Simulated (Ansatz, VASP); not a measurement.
## One calculation of Hf, two programs

```
CELL_PARAMETERS angstrom
3.24049 0.00000 0.00000
-1.62025 2.80635 0.00000
0.00000 0.00000 4.92201
ATOMIC_POSITIONS crystal
Hf 0.33333 0.66667 0.25000
Hf 0.66667 0.33333 0.75000
```

Alike in both runs: task single point; functional LDA; k mesh 21 × 21 × 10; occupations gaussian, width 0.15 eV; no spin polarisation.

```csv
,VASP,Ansatz
version,VASP 6.6.1,Ansatz 0.2.0
potentials or method,"VASP PAW LDA potentials, release 64 (Hf_pv), cutoff 520 eV","scalar-relativistic, plane waves, PAW"
valence electrons in the cell,20,52
```

VASP gave:

```
gap on the k mesh at the Fermi level (eV)                     : none
pressure (GPa)                                                : -7.4
traceless stress, the component that is largest in VASP (GPa) : 2.81
```

**Question.** Which values does Ansatz return?

**Answer.** gap on the k mesh at the Fermi level (eV): none; pressure (GPa): -7.4; traceless stress, the component that is largest in VASP (GPa): 2.83.

LDA's correlation is that of Perdew and Zunger in VASP and of Perdew and Wang (1992) in Ansatz. A gap of «none» marks a metal or a gap that the smearing closes. VASP's potentials hold 20 valence electrons a cell and Ansatz's 52, so a difference there can come from the potentials and not from the codes.

Neither program's run includes spin-orbit coupling.
